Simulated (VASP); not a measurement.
The system is Tl3ICl2.

```
CELL_PARAMETERS angstrom
4.33640 0.00000 0.00000
0.00000 4.33640 0.00000
0.00000 0.00000 10.57081
ATOMIC_POSITIONS crystal
Tl 0.00000 0.00000 0.67095
Tl 0.00000 0.00000 0.32576
Tl 0.50000 0.50000 0.83418
I 0.50000 0.50000 0.16581
Cl 0.00000 0.00000 0.00948
Cl 0.50000 0.50000 0.49382
```

The cell was generated, and may not be a known phase.

```yaml
Program: VASP 6.6.1
Task: relaxation of cell and atoms
Functional: PBE
Potentials_or_basis: VASP PAW PBE potentials, release 64 (Tl_d, I, Cl)
Cutoff: 500 eV
k_mesh: 3 × 3 × 1
Occupations: gaussian, width 0.15 eV
Spin: no spin polarisation
```

At the start: pressure -1.1 GPa; volume 33.13 Å³/atom.

Problem. How do energy, volume and symmetry change on relaxing?

Solution. Over 24 steps the energy falls by 322.5 meV/atom and the volume is 40.15 Å³/atom (+21.2 %); space group P4mm (No. 99, to 0.1 Å) before and after.

The path:
```tsv
step	energy change (eV)	largest force (eV/Å)	pressure (GPa)	volume (Å³)
1	0.0000	1.7407	-1.13	198.78
2	-0.4478	1.6647	-0.36	192.02
3	-0.7223	1.1126	2.86	179.17
4	-0.7519	1.3040	1.74	182.47
5	-1.1103	0.9220	1.01	189.61
6	-1.5254	0.6758	0.37	206.52
7	-1.5849	0.8315	0.29	214.39
8	-1.7153	0.3414	-0.41	220.24
9	-1.7155	0.3441	-0.41	220.42
10	-1.7479	0.2820	0.12	215.23
11	-1.7538	0.2369	0.50	211.95
12	-1.7806	0.1947	0.44	213.62
13	-1.8283	0.1897	0.25	218.70
14	-1.7797	0.6911	-0.14	229.06
15	-1.8345	0.2347	0.16	221.11
16	-1.8586	0.2111	-0.06	226.11
17	-1.8816	0.1842	-0.42	236.35
18	-1.9009	0.1217	-0.09	233.92
19	-1.9042	0.1231	0.14	232.39
20	-1.9098	0.1258	0.12	233.47
21	-1.9147	0.1920	0.11	235.70
22	-1.9223	0.1175	-0.04	238.39
23	-1.9267	0.0857	-0.24	242.24
24	-1.9350	0.0597	-0.10	240.93
```

Final structure:
```
Tl I Cl
1.0
     4.57223    0.00000    0.00000
     0.00000    4.57223    0.00000
     0.00000    0.00000   11.52477
Tl I Cl
3 1 2
Direct
  0.00000 0.00000 0.61625
  0.00000 0.00000 0.30615
  0.50000 0.50000 0.89288
  0.50000 0.50000 0.20553
  0.00000 0.00000 0.86994
  0.50000 0.50000 0.60925
```

Caveat: the k points lie up to 0.55 Å⁻¹ apart in the final cell; the volume moved by over 15 % at a fixed basis, so the end points are rough; the relaxation stopped at a loose force limit of 0.08 eV/Å, so its end isn't a converged minimum.
